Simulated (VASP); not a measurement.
# Pd (P6_3/mmc) in VASP: notebook

Pd is run at these levels: PBE; tasks: single point.

Everything below comes from runs of VASP 6.6.1. Logs are shortened: lines on timing, memory, paths and dates and some standing lists are left out, and cuts for length are marked.

## (1) The cell of the first run

The structure is hexagonal, space group P6_3/mmc (No. 194). Conventional cell: a = 2.132 Å, b = 2.132 Å, c = 3.529 Å, α = 90.00°, β = 90.00°, γ = 120.00°. Pd (site symmetry -6m2) has 12 Pd at 2.13 to 2.15 Å within 2.8 Å.

## (2) Single point, PBE (volume scaled by 0.45)

INCAR reads:

```
PREC = Accurate ; ENCUT = 520
EDIFF = 1E-6 ; ISMEAR = -1
SIGMA = 0.1 ; LREAL = F
LASPH = T ; NELM = 100
ALGO = Normal ; ISIF = 2
LWAVE = F ; LCHARG = T
GGA = PE ; LELF = T
LVHAR = T ; NBANDS = 17
```

KPOINTS reads:

```
Automatic mesh
0
Gamma
  17 17 9
```

POSCAR reads:

```
Pd
1.0
    2.1315878374      0.0000000000      0.0000000000
   -1.0657939187      1.8460092175      0.0000000000
    0.0000000000      0.0000000000      3.5289648669
Pd
2
Direct
    0.3333333333      0.6666666667      0.2500000000
    0.6666666667      0.3333333333      0.7500000000
```

Potentials or basis: VASP PAW PBE potentials, release 64 (Pd).

Launch:

```
cat potpaw_PBE.64/Pd/POTCAR > POTCAR
mpirun -np 1 vasp_std > vasp.out
```

OUTCAR:

```text
PREC = Accurate
   ENCUT = 520
   EDIFF = 1E-6
   ISMEAR = -1
   LREAL = F
   LASPH = T
   NELM = 100
   ISIF = 2
   GGA = PE

 ion  position               nearest neighbor table
   1  0.333  0.667  0.250-   2 2.15   2 2.15   2 2.15   2 2.15   2 2.15   2 2.15   2 3.03   2 3.03
                             2 3.03   2 3.03   2 3.03   2 3.03
   2  0.667  0.333  0.750-   1 2.15   1 2.15   1 2.15   1 2.15   1 2.15   1 2.15   1 3.03   1 3.03
                             1 3.03   1 3.03   1 3.03   1 3.03

  LATTYP: Found a hexagonal cell.
 ALAT       =     2.1315878374
 C/A-ratio  =     1.6555568600

  Lattice vectors:

 A1 = (   2.1315878374,   0.0000000000,   0.0000000000)
 A2 = (  -1.0657939187,   1.8460092175,   0.0000000000)
 A3 = (   0.0000000000,   0.0000000000,   3.5289648669)

Analysis of symmetry for initial positions (statically):
=====================================================================
 Subroutine PRICEL returns:
 Original cell was already a primitive cell.

 Routine SETGRP: Setting up the symmetry group for a
 hexagonal supercell.

 Subroutine GETGRP returns: Found 24 space group operations
 (whereof 12 operations were pure point group operations)
 out of a pool of 24 trial point group operations.

The static configuration has the point symmetry D_3d.
 The point group associated with its full space group is D_6h.

Analysis of symmetry for dynamics (positions and initial velocities):
=====================================================================
 Subroutine PRICEL returns:
 Original cell was already a primitive cell.

 Routine SETGRP: Setting up the symmetry group for a
 hexagonal supercell.

 Subroutine GETGRP returns: Found 24 space group operations
 (whereof 12 operations were pure point group operations)
 out of a pool of 24 trial point group operations.

The dynamic configuration has the point symmetry D_3d.
 The point group associated with its full space group is D_6h.

 Subroutine INISYM returns: Found 24 space group operations
 (whereof 12 operations are pure point group operations),
 and found     1 'primitive' translations

----------------------------------------------------------------------------------------

                                     Primitive cell

  volume of cell :      13.8862

  direct lattice vectors                    reciprocal lattice vectors
     2.131587837  0.000000000  0.000000000     0.469133846  0.270854552  0.000000000
[... 85 lines left out ...]
   NELM   =    100;   NELMIN=  2; NELMDL= -5     # of ELM steps
   EDIFF  = 0.1E-05   stopping-criterion for ELM
   LREAL  =      F    real-space projection
   EDIFFG = 0.1E-04   stopping-criterion for IOM
   NSW    =      0    number of steps for IOM
   IBRION =     -1    ionic relax: 0-MD 1-quasi-New 2-CG
   NFREE  =      0    steps in history (QN), initial steepest desc. (CG)
   ISIF   =      2    stress and relaxation
   ISYM   =      2    0-nonsym 1-usesym 2-fastsym
   POTIM  = 0.5000    time-step for ionic-motion
   TEBEG  =    0.0;   TEEND  =   0.0 temperature during run
   PSTRESS=    0.0 pullay stress
   NELECT =      20.0000    total number of electrons
   NUPDOWN=      -1.0000    fix difference up-down
   EMIN   =  10.00;   EMAX   =-10.00  energy-range for DOS
   EFERMI =   0.00;   METHOD = LEGACY
   ISMEAR =    -1;   SIGMA  =   0.10  broadening in eV -4-tet -1-fermi 0-gaus
   EFERMI_NEDOS =   21; number of points for ismear=-14 and -15
   IALGO  =     38    algorithm
   IMIX   =      4    mixing-type and parameters
     AMIX     =   0.40;   BMIX     =  1.00
     AMIX_MAG =   1.60;   BMIX_MAG =  1.00
  volume/ion in A,a.u.               =       6.94        46.85
  Fermi-wavevector in a.u.,A,eV,Ry     =   1.848800  3.493726 46.505568  3.418063
  Thomas-Fermi vector in A             =   2.899338
   LORBIT       =      0    0 simple, 1 ext, 2 COOP (PROOUT), +10 PAW based schemes
   GGA     = PE    functional components
   LHFCALC =     F    Hartree Fock is set to
   AEXX    =    0.0000 exact exchange contribution
   IVDW    =     0    specifies the selected vdW correction
   LEPSILON=     F    determine dielectric tensor
   LRPA    =     F    only Hartree local field effects (RPA)
 non-spin polarized calculation
  energy-cutoff  :      520.00
  volume of cell :       13.89
 maximum number of plane-waves:       382
 NGX is ok and might be reduce to    16
   NGX =  7   NGY =  7   NGZ = 13

 number of electron      19.9999993 magnetization

 Free energy of the ion-electron system (eV)
  ---------------------------------------------------
  ext. energy  EPLUGINS =         0.00000000
  ---------------------------------------------------
  free energy    TOTEN  =        14.46926274 eV

  energy without entropy =       14.51734349  energy(sigma->0) =       14.49330312

 E-fermi :  29.6606     XC(G=0): -18.4078

 val. band max:       29.6497290551   @ k =   0.3529   0.1765   0.1111
 cond. band min:      29.6712659224   @ k =   0.2941   0.0000   0.4444
 fundamental gap:      0.0215368672
 Fermi energy:        29.6606409636

 k-point     1 :       0.0000    0.0000    0.0000
  band No.  band energies     occupation
      1      14.7161      2.00000
      2      15.6248      2.00000
      3      19.9829      2.00000
      4      20.4533      2.00000
      5      20.4533      2.00000
      6      21.7635      2.00000
[... 457 lines left out ...]
      4      19.5874      2.00000
      5      19.9901      2.00000
      6      21.1726      2.00000
[... 9 lines left out ...]
     16      50.1363      0.00000
     17      51.0957      0.00000

 [... further k-points ...]

------------------------ aborting loop because EDIFF is reached ----------------------------------------

  FORCE on cell =-STRESS in cart. coord.  units (eV):
  Direction    XX          YY          ZZ          XY          YZ          ZX
  --------------------------------------------------------------------------------------
  -------------------------------------------------------------------------------------
  Total       88.2861326     88.2861326     88.8420953     -0.0000000      0.0000000      0.0000000
  in kB    10186.3511090  10186.3511080  10250.4974379     -0.0000000      0.0000000      0.0000000
  external PRESSURE =   10207.7332183 kB  Pullay stress =       0.0000000 kB

 VOLUME and BASIS-vectors are now :
 -----------------------------------------------------------------------------
  energy-cutoff  :      520.00
  volume of cell :       13.89
      direct lattice vectors                 reciprocal lattice vectors
     2.131587837  0.000000000  0.000000000     0.469133846  0.270854552  0.000000000
    -1.065793919  1.846009218  0.000000000     0.000000000  0.541709104  0.000000000
     0.000000000  0.000000000  3.528964867     0.000000000  0.000000000  0.283369214

 POSITION                                       TOTAL-FORCE (eV/Angst)
 -----------------------------------------------------------------------------------
     -0.00000      1.23067      0.88224        -0.000000      0.000000      0.000000
      1.06579      0.61534      2.64672         0.000000     -0.000000      0.000000
 -----------------------------------------------------------------------------------
    total drift:                                0.000000     -0.000000     -0.000000

  FREE ENERGIE OF THE ION-ELECTRON SYSTEM (eV)
  ---------------------------------------------------
  free  energy   TOTEN  =        14.4692627433 eV

  energy  without entropy=       14.5173434892  energy(sigma->0) =       14.49330312
```

stdout:

```text
POSCAR found type information on POSCAR Pd
 POSCAR found :  1 types and       2 ions
 scaLAPACK will be used
 LDA part: xc-table for (Slater+PW92), standard interpolation
 POSCAR, INCAR and KPOINTS ok, starting setup
 FFT: planning ... GRIDC
 FFT: planning ... GRID_SOFT
 FFT: planning ... GRID
 WAVECAR not read
 entering main loop
```

Run time: 18 s. Hardware: 1 thread of Intel Xeon 6975P-C, shared host; peak memory 0.15 GiB.

The run converged, but its numbers aren't listed here, since they failed a check.

## (3) Single point, PBE (volume scaled by 0.45)

INCAR reads:

```
SYSTEM = Pd
ALGO = Normal
EDIFF = 1E-6
ENCUT = 520
GGA = PE
ISIF = 2
ISMEAR = -1
LASPH = .TRUE.
LCHARG = .FALSE.
LREAL = .FALSE.
LWAVE = .FALSE.
NBANDS = 17
NELM = 100
PREC = Accurate
SIGMA = 0.1
```

KPOINTS reads:

```
k-points
0
G
  17 17 9
  0 0 0
```

POSCAR is that of step 2.

Potentials or basis: VASP PAW PBE potentials, release 64 (Pd).

Launch:

```
cat potpaw_PBE.64/Pd/POTCAR > POTCAR
mpirun -np 1 vasp_std > vasp.out
```

Run time: 19 s. Hardware: 1 thread of Intel Xeon 6975P-C, shared host; peak memory 0.15 GiB.

The run converged, but its numbers aren't listed here, since they failed a check.

## (4) Single point, PBE (volume scaled by 0.52)

INCAR reads:

```
ALGO     = Normal         # electronic algorithm
EDIFF    = 1E-7           # SCF threshold, eV
ENCUT    = 520            # plane-wave cutoff, eV
GGA      = PE             # functional
ISIF     = 2              # what is computed and relaxed
ISMEAR   = -1             # smearing method
LASPH    = T              # aspherical terms in the spheres
LCHARG   = F              # write CHGCAR
LREAL    = F              # projectors in reciprocal space
LWAVE    = F              # write WAVECAR
NBANDS   = 17             # bands
NELM     = 80             # most SCF steps
PREC     = Accurate       # precision mode
SIGMA    = 0.1            # smearing width, eV
```

KPOINTS reads:

```
k-points
0
Gamma
  17 17 9
```

POSCAR reads:

```
Pd
1.0
    2.2355904957      0.0000000000      0.0000000000
   -1.1177952478      1.9360781618      0.0000000000
    0.0000000000      0.0000000000      3.7073204124
Pd
2
Direct
    0.3333333333      0.6666666667      0.2500000000
    0.6666666667      0.3333333333      0.7500000000
```

Potentials or basis: VASP PAW PBE potentials, release 64 (Pd).

Launch:

```
cat potpaw_PBE.64/Pd/POTCAR > POTCAR
mpirun -np 1 vasp_std > vasp.out
```

OUTCAR:

```text
EDIFF = 1E-7
   ENCUT = 520
   GGA = PE
   ISIF = 2
   ISMEAR = -1
   LASPH = T
   LREAL = F
   NELM = 80
   PREC = Accurate

 ion  position               nearest neighbor table
   1  0.333  0.667  0.250-   2 2.26   2 2.26   2 2.26   2 2.26   2 2.26   2 2.26   2 3.18   2 3.18
                             2 3.18   2 3.18   2 3.18   2 3.18
   2  0.667  0.333  0.750-   1 2.26   1 2.26   1 2.26   1 2.26   1 2.26   1 2.26   1 3.18   1 3.18
                             1 3.18   1 3.18   1 3.18   1 3.18

  LATTYP: Found a hexagonal cell.
 ALAT       =     2.2355904957
 C/A-ratio  =     1.6583182025

  Lattice vectors:

 A1 = (   2.2355904957,   0.0000000000,   0.0000000000)
 A2 = (  -1.1177952478,   1.9360781618,   0.0000000000)
 A3 = (   0.0000000000,   0.0000000000,   3.7073204124)

Analysis of symmetry for initial positions (statically):
=====================================================================
 Subroutine PRICEL returns:
 Original cell was already a primitive cell.

 Routine SETGRP: Setting up the symmetry group for a
 hexagonal supercell.

 Subroutine GETGRP returns: Found 24 space group operations
 (whereof 12 operations were pure point group operations)
 out of a pool of 24 trial point group operations.

The static configuration has the point symmetry D_3d.
 The point group associated with its full space group is D_6h.

Analysis of symmetry for dynamics (positions and initial velocities):
=====================================================================
 Subroutine PRICEL returns:
 Original cell was already a primitive cell.

 Routine SETGRP: Setting up the symmetry group for a
 hexagonal supercell.

 Subroutine GETGRP returns: Found 24 space group operations
 (whereof 12 operations were pure point group operations)
 out of a pool of 24 trial point group operations.

The dynamic configuration has the point symmetry D_3d.
 The point group associated with its full space group is D_6h.

[... 109 lines left out ...]
   NELECT =      20.0000    total number of electrons
   NUPDOWN=      -1.0000    fix difference up-down
   EMIN   =  10.00;   EMAX   =-10.00  energy-range for DOS
   EFERMI =   0.00;   METHOD = LEGACY
   ISMEAR =    -1;   SIGMA  =   0.10  broadening in eV -4-tet -1-fermi 0-gaus
   EFERMI_NEDOS =   21; number of points for ismear=-14 and -15
   IALGO  =     38    algorithm
   IMIX   =      4    mixing-type and parameters
     AMIX     =   0.40;   BMIX     =  1.00
     AMIX_MAG =   1.60;   BMIX_MAG =  1.00
  volume/ion in A,a.u.               =       8.02        54.14
  Fermi-wavevector in a.u.,A,eV,Ry     =   1.761813  3.329343 42.232267  3.103984
  Thomas-Fermi vector in A             =   2.830308
   LORBIT       =      0    0 simple, 1 ext, 2 COOP (PROOUT), +10 PAW based schemes
   GGA     = PE    functional components
   LHFCALC =     F    Hartree Fock is set to
   AEXX    =    0.0000 exact exchange contribution
   IVDW    =     0    specifies the selected vdW correction
   LEPSILON=     F    determine dielectric tensor
   LRPA    =     F    only Hartree local field effects (RPA)
 non-spin polarized calculation
  energy-cutoff  :      520.00
  volume of cell :       16.05
 maximum number of plane-waves:       443
 NGX is ok and might be reduce to    18
   NGX =  9   NGY =  9   NGZ = 13

 number of electron      19.9999990 magnetization

 Free energy of the ion-electron system (eV)
  ---------------------------------------------------
  ext. energy  EPLUGINS =         0.00000000
  ---------------------------------------------------
  free energy    TOTEN  =         3.85270581 eV

  energy without entropy =        3.91423827  energy(sigma->0) =        3.88347204

 E-fermi :  24.5543     XC(G=0): -17.3281

 val. band max:       24.5529286499   @ k =   0.4118   0.0588   0.0000
 cond. band min:      24.5586958016   @ k =   0.2941   0.1176   0.3333
 fundamental gap:      0.0057671517
 Fermi energy:        24.5543141297

 k-point     1 :       0.0000    0.0000    0.0000
  band No.  band energies     occupation
      1      11.8053      2.00000
      2      12.1279      2.00000
      3      16.7844      2.00000
      4      17.2042      2.00000
      5      17.2042      2.00000
      6      18.2311      2.00000
[... 457 lines left out ...]
      4      15.5542      2.00000
      5      16.8690      2.00000
      6      17.6462      2.00000
[... 9 lines left out ...]
     16      43.2232      0.00000
     17      46.3711      0.00000

 [... further k-points ...]
[... 5 lines left out ...]
  --------------------------------------------------------------------------------------
  -------------------------------------------------------------------------------------
  Total       59.4501121     59.4501121     59.6519514      0.0000000     -0.0000000      0.0000000
  in kB     5935.9194201   5935.9194204   5956.0724807      0.0000002     -0.0000000      0.0000000
  external PRESSURE =    5942.6371071 kB  Pullay stress =       0.0000000 kB

 VOLUME and BASIS-vectors are now :
 -----------------------------------------------------------------------------
  energy-cutoff  :      520.00
  volume of cell :       16.05
      direct lattice vectors                 reciprocal lattice vectors
     2.235590496  0.000000000  0.000000000     0.447309112  0.258254036  0.000000000
    -1.117795248  1.936078162  0.000000000     0.000000000  0.516508073  0.000000000
     0.000000000  0.000000000  3.707320412     0.000000000  0.000000000  0.269736599

 POSITION                                       TOTAL-FORCE (eV/Angst)
 -----------------------------------------------------------------------------------
     -0.00000      1.29072      0.92683        -0.000000      0.000000      0.000000
      1.11780      0.64536      2.78049         0.000000     -0.000000      0.000000
 -----------------------------------------------------------------------------------
    total drift:                                0.000000     -0.000000     -0.000000

  FREE ENERGIE OF THE ION-ELECTRON SYSTEM (eV)
  ---------------------------------------------------
  free  energy   TOTEN  =         3.8527058057 eV

  energy  without entropy=        3.9142382721  energy(sigma->0) =        3.88347204
```

OSZICAR:

```text
N       E                     dE             d eps       ncg     rms          rms(c)
DAV:   1     0.135182969992E+03    0.13518E+03   -0.11037E+04  5626   0.127E+03
DAV:   2     0.488937934701E+01   -0.13029E+03   -0.12498E+03  6071   0.299E+02
DAV:   3     0.279640553131E+01   -0.20930E+01   -0.20867E+01  7096   0.421E+01
DAV:   4     0.278622900086E+01   -0.10177E-01   -0.10175E-01  6922   0.275E+00
DAV:   5     0.278613459246E+01   -0.94408E-04   -0.94405E-04  7156   0.261E-01    0.645E+01
DAV:   6     0.347014362060E+01    0.68401E+00   -0.18969E-02  7679   0.168E+00    0.384E+01
DAV:   7     0.385362196903E+01    0.38348E+00   -0.45899E-02  8068   0.216E+00    0.408E-01
DAV:   8     0.385287608351E+01   -0.74589E-03   -0.53457E-03  6287   0.685E-01    0.139E-01
DAV:   9     0.385270357908E+01   -0.17250E-03   -0.10182E-04  7961   0.857E-02    0.463E-02
DAV:  10     0.385270326264E+01   -0.31645E-06   -0.57502E-06  7993   0.198E-02    0.988E-03
DAV:  11     0.385270575225E+01    0.24896E-05   -0.28660E-07  7011   0.570E-03    0.339E-03
DAV:  12     0.385270591355E+01    0.16130E-06   -0.40297E-08  4560   0.193E-03    0.101E-03
DAV:  13     0.385270580618E+01   -0.10736E-06   -0.52891E-09  3670   0.613E-04    0.189E-04
DAV:  14     0.385270580573E+01   -0.45520E-09   -0.84221E-10  3551   0.223E-04
   1 F= 0.38527058E+01 E0= 0.38834720E+01  d E =-.615325E-01
```

stdout:

```text
POSCAR found type information on POSCAR Pd
 POSCAR found :  1 types and       2 ions
 scaLAPACK will be used
 LDA part: xc-table for (Slater+PW92), standard interpolation
 POSCAR, INCAR and KPOINTS ok, starting setup
 FFT: planning ... GRIDC
 FFT: planning ... GRID_SOFT
 FFT: planning ... GRID
 WAVECAR not read
 entering main loop
```

Run time: 29 s. Hardware: 1 thread of Intel Xeon 6975P-C, shared host; peak memory 0.16 GiB.

What came out:

```
Free energy            : 3.8527 eV
Pressure               : 594.3 GPa
Band gap on the k mesh : zero (band 10 reaches 25.20 eV, above the bottom of band 11 at 22.90 eV)
```

[end of part 1 of 2]
